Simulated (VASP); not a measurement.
# K (Im-3m) in VASP: further runs, part 2 of 2

VASP 6.6.1. Earlier steps stand in the parts before.

**3. Single point, PBE (volume scaled by 0.94)**

The input, INCAR:

```
SYSTEM = K
  PREC = Accurate
  ENCUT = 520
  EDIFF = 1E-6
  ISMEAR = 0
  SIGMA = 0.1
  LREAL = .False.
  LASPH = .True.
  NELM = 60
  ALGO = Fast
  ISIF = 2
  LWAVE = .False.
  LCHARG = .False.
  GGA = PE
  NBANDS = 10
```

The input, KPOINTS:

```
Automatic mesh
0
Gamma
  12 12 12
  0 0 0
```

The input, POSCAR:

```
K
1.0
   -2.5870137077      2.5870137077      2.5870137077
    2.5870137077     -2.5870137077      2.5870137077
    2.5870137077      2.5870137077     -2.5870137077
K
1
Direct
    0.0000000000      0.0000000000      0.0000000000
```

Potentials or basis: VASP PAW PBE potentials, release 64 (K_sv).

Command:

```bash
$ cat potpaw_PBE.64/K_sv/POTCAR > POTCAR
$ mpirun -np 1 vasp_std > vasp.out
```

OUTCAR:

```text
SYSTEM = K
   PREC = Accurate
   ENCUT = 520
   EDIFF = 1E-6
   ISMEAR = 0
   LREAL = .False.
   LASPH = .True.
   NELM = 60
   ISIF = 2
   GGA = PE

 ion  position               nearest neighbor table
   1  0.000  0.000  0.000-

  LATTYP: Found a body centered cubic cell.
 ALAT       =     5.1740274154

  Lattice vectors:

 A1 = (  -2.5870137077,   2.5870137077,   2.5870137077)
 A2 = (   2.5870137077,  -2.5870137077,   2.5870137077)
 A3 = (   2.5870137077,   2.5870137077,  -2.5870137077)

Analysis of symmetry for initial positions (statically):
=====================================================================
 Subroutine PRICEL returns:
 Original cell was already a primitive cell.

 Routine SETGRP: Setting up the symmetry group for a
 body centered cubic supercell.

 Subroutine GETGRP returns: Found 48 space group operations
 (whereof 48 operations were pure point group operations)
 out of a pool of 48 trial point group operations.

The static configuration has the point symmetry O_h .

Analysis of symmetry for dynamics (positions and initial velocities):
=====================================================================
 Subroutine PRICEL returns:
 Original cell was already a primitive cell.

 Routine SETGRP: Setting up the symmetry group for a
 body centered cubic supercell.

 Subroutine GETGRP returns: Found 48 space group operations
 (whereof 48 operations were pure point group operations)
 out of a pool of 48 trial point group operations.

The dynamic configuration has the point symmetry O_h .

 Subroutine INISYM returns: Found 48 space group operations
 (whereof 48 operations are pure point group operations),
 and found     1 'primitive' translations

----------------------------------------------------------------------------------------

                                     Primitive cell

  volume of cell :      69.2558
[... 111 lines left out ...]
   LORBIT       =      0    0 simple, 1 ext, 2 COOP (PROOUT), +10 PAW based schemes
   GGA     = PE    functional components
   LHFCALC =     F    Hartree Fock is set to
   AEXX    =    0.0000 exact exchange contribution
   IVDW    =     0    specifies the selected vdW correction
   LEPSILON=     F    determine dielectric tensor
   LRPA    =     F    only Hartree local field effects (RPA)
 non-spin polarized calculation
 RMM-DIIS sequential band-by-band and
 Gauss-broadening in eV      SIGMA  =   0.10
  energy-cutoff  :      520.00
  volume of cell :       69.26
 maximum number of plane-waves:      1894
 NGX is ok and might be reduce to    36
   NGX = 17   NGY = 17   NGZ = 17

 number of electron       8.9999998 magnetization

 Free energy of the ion-electron system (eV)
  ---------------------------------------------------
  ext. energy  EPLUGINS =         0.00000000
  ---------------------------------------------------
  free energy    TOTEN  =        -1.04483255 eV

  energy without entropy =       -1.04001314  energy(sigma->0) =       -1.04242284

 E-fermi :   0.0046     XC(G=0):  -5.7984

 val. band max:       -0.0158637265   @ k =   0.2500   0.2500   0.0000
 cond. band min:       0.0509457779   @ k =   0.3333   0.1667   0.0000
 fundamental gap:      0.0668095045
 Fermi energy:         0.0045530590

 k-point     1 :       0.0000    0.0000    0.0000
  band No.  band energies     occupation
      1     -32.0823      2.00000
      2     -15.5270      2.00000
      3     -15.5270      2.00000
      4     -15.5270      2.00000
      5      -2.2264      2.00000
      6       4.3690      0.00000
      7       4.3690      0.00000
      8       4.3690      0.00000
      9       5.3161      0.00000
     10       5.3161      0.00000
[... 287 lines left out ...]
 k-point    24 :       0.4167    0.0833    0.0833
  band No.  band energies     occupation
      1     -32.0768      2.00000
      2     -15.6046      2.00000
      3     -15.5581      2.00000
      4     -15.5323      2.00000
      5       0.6420      0.00000
      6       0.8199      0.00000
      7       2.8134      0.00000
      8       4.8028      0.00000
      9       5.8830      0.00000
     10       5.9069      0.00000

 [... further k-points ...]

------------------------ aborting loop because EDIFF is reached ----------------------------------------

  FORCE on cell =-STRESS in cart. coord.  units (eV):
  Direction    XX          YY          ZZ          XY          YZ          ZX
  --------------------------------------------------------------------------------------
  -------------------------------------------------------------------------------------
  Total        0.1074876      0.1074876      0.1074876     -0.0000000     -0.0000000      0.0000000
  in kB        2.4866389      2.4866389      2.4866389     -0.0000000     -0.0000000      0.0000000
  external PRESSURE =       2.4866389 kB  Pullay stress =       0.0000000 kB

 VOLUME and BASIS-vectors are now :
 -----------------------------------------------------------------------------
  energy-cutoff  :      520.00
  volume of cell :       69.26
      direct lattice vectors                 reciprocal lattice vectors
    -2.587013708  2.587013708  2.587013708     0.000000000  0.193273039  0.193273039
     2.587013708 -2.587013708  2.587013708     0.193273039  0.000000000  0.193273039
     2.587013708  2.587013708 -2.587013708     0.193273039  0.193273039  0.000000000

 POSITION                                       TOTAL-FORCE (eV/Angst)
 -----------------------------------------------------------------------------------
      0.00000      0.00000      0.00000        -0.000000      0.000000     -0.000000
 -----------------------------------------------------------------------------------
    total drift:                               -0.000000      0.000000      0.000000

  FREE ENERGIE OF THE ION-ELECTRON SYSTEM (eV)
  ---------------------------------------------------
  free  energy   TOTEN  =        -1.0448325489 eV

  energy  without entropy=       -1.0400131403  energy(sigma->0) =       -1.04242284
```

stdout:

```text
POSCAR found type information on POSCAR K
 POSCAR found :  1 types and       1 ions
 scaLAPACK will be used
 LDA part: xc-table for (Slater+PW92), standard interpolation
 POSCAR, INCAR and KPOINTS ok, starting setup
 FFT: planning ... GRIDC
 FFT: planning ... GRID_SOFT
 FFT: planning ... GRID
 WAVECAR not read
 entering main loop
```

Run time: 16 s. Hardware: 1 thread of Intel Xeon 6975P-C (Granite Rapids), shared host; peak memory 0.22 GiB.

Results:

```
Free energy : -1.0448 eV
Pressure    : 0.2 GPa
```
